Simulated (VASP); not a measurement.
Write the native input for VASP 6.6.1 that does the following.

- Task: single point
- Functional: PBE
- Potentials or basis: VASP PAW PBE potentials, release 64 (Hg, Te)
- Cutoff: 520 eV
- k mesh: 12 × 12 × 12
- Occupations: gaussian, width 0.1 eV
- Spin: no spin polarisation
- Dipole correction: no
- Further INCAR settings: ALGO = Normal; EDIFF = 1e-06; NBANDS = 16

The structure of HgTe lies in POSCAR:

```
HgTe
1.0
    0.0000000000      3.3247980867      3.3247980867
    3.3247980867      0.0000000000      3.3247980867
    3.3247980867      3.3247980867      0.0000000000
Hg Te
1 1
Direct
    0.0000000000      0.0000000000      0.0000000000
    0.7500000000      0.7500000000      0.7500000000
```

The input as run:

INCAR

```
  ALGO = Normal
  EDIFF = 1E-6
  ENCUT = 520
  GGA = PE
  ISIF = 2
  ISMEAR = 0
  LASPH = True
  LCHARG = True
  LELF = True
  LREAL = False
  LVHAR = True
  LWAVE = False
  NBANDS = 16
  NELM = 60
  PREC = Accurate
  SIGMA = 0.1
```

KPOINTS

```
k-points
0
Gamma
  12 12 12
```

Potentials or basis: VASP PAW PBE potentials, release 64 (Hg, Te).

The run is started by

```console
$ cat potpaw_PBE.64/Hg/POTCAR potpaw_PBE.64/Te/POTCAR > POTCAR
$ mpirun -np 1 vasp_std > vasp.out
```

It gave:

- Pressure: 0.1 GPa
- Band gap on the k mesh: zero (filled and empty bands touch)

Caveat: spin-orbit coupling is left out, which moves the levels of the heavy elements.

Wall time 66 s on 1 thread of Intel(R) Xeon(R) Platinum 8259CL CPU @ 2.50GHz (Skylake/Cascade Lake), with other jobs on the host, peak memory 0.26 GiB.
